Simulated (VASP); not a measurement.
Na3Mn:

```
Na Mn
1.0
     4.18818    0.00000    0.00000
     0.00000    4.18818    0.00000
     0.00000    0.00000    4.18818
Na Mn
3 1
Direct
  0.00000 0.50000 0.50000
  0.50000 0.00000 0.50000
  0.50000 0.50000 0.00000
  0.00000 0.00000 0.00000
```

* Program: VASP 6.6.1
* Task: relaxation of cell and atoms
* Functional: PBE
* Potentials or basis: VASP PAW PBE potentials, release 64 (Na_pv, Mn_pv)
* Cutoff: 600 eV
* k mesh: 4 × 4 × 4
* Occupations: gaussian, width 0.1 eV
* Spin: collinear spin, ferromagnetic start
* Starting moments: [0.0, 0.0, 0.0, 4.21] μB

At the start: pressure 13.7 GPa; volume 18.37 Å³/atom.

Q: How do energy, volume and symmetry change on relaxing?

A: Over 4 steps the energy falls by 324.1 meV/atom and the volume is 28.75 Å³/atom (+56.5 %); space group Pm-3m (No. 221, to 0.1 Å) before and after; moment 4.38 μB per cell.

Step by step:
```csv
step,energy change (eV),largest force (eV/Å),pressure (GPa),volume (Å³)
1,0.0000,0.0000,13.73,73.46
2,-0.9759,0.0000,4.84,91.51
3,-1.2632,0.0000,1.24,107.52
4,-1.2963,0.0000,0.19,114.99
```

Final structure:
```xyz
4
Lattice="4.8628 0.0000 0.0000 0.0000 4.8628 0.0000 0.0000 0.0000 4.8628" Properties=species:S:1:pos:R:3 pbc="T T T"
Na    0.0000    2.4314    2.4314
Na    2.4314    0.0000    2.4314
Na    2.4314    2.4314    0.0000
Mn    0.0000    0.0000    0.0000
```

Caveat: the k points lie up to 0.32 Å⁻¹ apart in the final cell; the volume moved by over 15 % at a fixed basis, so the end points are rough.
